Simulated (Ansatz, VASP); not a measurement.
# Two plane-wave programs on AgBr

```
Ag Br
1.0
     4.13263    0.00000    0.04187
     0.00000    4.13242    0.00000
    -0.05824    0.00000    5.84079
Ag Br
2 2
Direct
  0.74997 0.75000 0.74998
  0.25003 0.25000 0.25002
  0.24998 0.25000 0.75000
  0.75002 0.75000 0.25000
```

Alike in both runs: task single point; functional r2SCAN; k mesh 6 × 6 × 4; no spin polarisation.

|  | VASP | Ansatz |
| --- | --- | --- |
| version | VASP 6.6.1 | Ansatz 0.2.0 |
| potentials or method | VASP PAW PBE potentials, release 64 (Ag, Br) | plane waves, PAW |
| plane-wave cutoff (eV) | 550 | 500 |
| occupations | gaussian, width 0.01 eV | fixed |
| valence electrons in the cell | 36 | 52 |

|  | VASP | Ansatz | Ansatz less VASP |
| --- | --- | --- | --- |
| gap on the k mesh at the Fermi level (eV) | 1.25 | 1.29 | +0.046 |
| pressure (GPa) | -1.3 | -1.3 | +0.06 |

VASP's potentials were made for PBE, not for r2SCAN. VASP's potentials hold 36 valence electrons a cell and Ansatz's 52, so a difference there can come from the potentials and not from the codes.
